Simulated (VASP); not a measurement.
A run of VASP 6.6.1 is set up as follows.

INCAR

```
PREC = Accurate
ENCUT = 520
EDIFF = 1E-6
ISMEAR = 0
SIGMA = 0.02
LREAL = False
LASPH = True
NELM = 80
ALGO = Normal
ISIF = 2
LWAVE = False
LCHARG = False
GGA = PS
NBANDS = 11
```

Contents of KPOINTS:

```
regular mesh
0
Gamma
  12 12 12
```

File POSCAR:

```
BN
1.0
    1.2509973581      0.7222636615      3.2952435566
   -1.2509973581      0.7222636615      3.2952435566
    0.0000000000     -1.4445273230      3.2952435566
B N
1 1
Direct
    0.9996983716      0.9996983716      0.9996983716
    0.3327346284      0.3327346284      0.3327346284
```

Potentials or basis: VASP PAW PBE potentials, release 64 (B, N).

Run with:

```sh
$ cat potpaw_PBE.64/B/POTCAR potpaw_PBE.64/N/POTCAR > POTCAR
$ mpirun -np 1 vasp_std > vasp.out
```

Task: Estimate the pressure.

Result: 1.3 GPa.

Task: Predict the band gap on the k mesh.

Result: 4.13 eV, indirect (least direct gap 4.64 eV).

Stress tensor (GPa, compression positive):
```
1.53 0.00 0.00
0.00 1.53 0.00
0.00 0.00 0.82
```

Caveat: the PAW data sets were made with another functional, which shifts forces and pressure a little. A k mesh can miss the band edges.
